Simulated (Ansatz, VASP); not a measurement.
# One calculation of Cd2S, two programs

The input INCAR:

```
  PREC = Accurate
  ENCUT = 520
  EDIFF = 1E-6
  ISMEAR = 0
  SIGMA = 0.1
  LREAL = F
  LASPH = T
  NELM = 60
  ALGO = Normal
  ISIF = 2
  LWAVE = F
  LCHARG = F
  GGA = PE
  NBANDS = 22
```

Contents of KPOINTS:

```
Automatic mesh
0
Gamma
  4 4 4
```

Contents of POSCAR:

```
Cd2S
1.0
    4.6196439800      0.0000000000      0.0000000000
    0.0000000000      4.6196439800      0.0000000000
    0.0000000000      0.0000000000      4.0756928800
Cd S
2 1
Direct
    0.0000000000      0.5000000000      0.3361224400
    0.5000000000      0.0000000000      0.3361224400
    0.0000000000      0.0000000000      0.2837301900
```

Input for Ansatz:

```yaml
crystal:
  lattice:
    - [4.61964398, 0.0, 0.0]
    - [0.0, 4.61964398, 0.0]
    - [0.0, 0.0, 4.07569288]
  atoms:
    - { symbol: Cd, position: [0.0, 0.5, 0.33612244] }
    - { symbol: Cd, position: [0.5, 0.0, 0.33612244] }
    - { symbol: S, position: [0.0, 0.0, 0.28373019] }
basis:
  ecutwfc: 420
kpoints:
  mp_grid: { grid: [4, 4, 4] }
hamiltonian:
  xc: pbe
scf:
  occupations: { method: gaussian, width: 0.1 }
  lower_state_search: "off"
output:
  forces: true
  stress: true
  eigenvalues: true
```

Alike in both runs: task single point; functional PBE; k mesh 4 × 4 × 4; occupations gaussian, width 0.1 eV; no spin polarisation.

```csv
,VASP,Ansatz
version,VASP 6.6.1,Ansatz 0.2.0
potentials or method,"VASP PAW PBE potentials, release 64 (Cd, S), cutoff 520 eV","scalar-relativistic, plane waves, PAW"
valence electrons in the cell,30,46
```

|  | VASP | Ansatz | Ansatz less VASP |
| --- | --- | --- | --- |
| gap on the k mesh at the Fermi level (eV) | none | none | - |
| pressure (GPa) | 12.9 | 12.3 | -0.58 |
| traceless stress, the component that is largest in VASP (GPa) | -13.28 | -12.72 | +0.562 |
| rms of the force components (eV/Å) | 0.346 | 0.332 | -0.0139 |

Atom by atom the forces differ by 0.014 eV/Å (rms over components). A gap of «none» marks a metal or a gap that the smearing closes. VASP's potentials hold 30 valence electrons a cell and Ansatz's 46, so a difference there can come from the potentials and not from the codes.

The k mesh is coarse, so the values compare programs but aren't converged.
